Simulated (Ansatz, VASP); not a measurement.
**Two plane-wave programs on SiW6**

```xyz
7
Lattice="4.4683 0.0000 0.0000 -2.2341 3.8696 0.0000 0.0000 0.0000 21.7259" Properties=species:S:1:pos:R:3 pbc="T T T"
W     2.2341    1.2899    4.0000
W     0.0000    2.5797    4.9121
W     0.0000    0.0000    5.8242
W     2.2341    1.2899    6.6718
W     0.0000    2.5797    7.5323
W     0.0000    0.0000    8.3259
Si   -0.9929    1.7198   11.1259
```

Alike in both runs: task single point; functional PBE; dispersion D3(BJ); k mesh 6 × 6 × 1; occupations gaussian, width 0.1 eV; no spin polarisation.

```csv
,VASP,Ansatz
version,VASP 6.6.1,Ansatz 0.2.0
potentials or method,"VASP PAW PBE potentials, release 64 (W_sv, Si), cutoff 520 eV","scalar-relativistic, plane waves, PAW"
valence electrons in the cell,88,88
```

|  | VASP | Ansatz | Ansatz less VASP |
| --- | --- | --- | --- |
| gap on the k mesh at the Fermi level (eV) | none | none | - |
| rms of the force components (eV/Å) | 0.848 | 0.839 | -0.0091 |
| work function, face that differs most (eV) | 3.93 | 3.93 | -0.002 |

Atom by atom the forces differ by 0.021 eV/Å (rms over components). A gap of «none» marks a metal or a gap that the smearing closes. Ansatz's warnings: dispersion switch in reach, vacuum below fermi.

Spin-orbit coupling is off throughout.
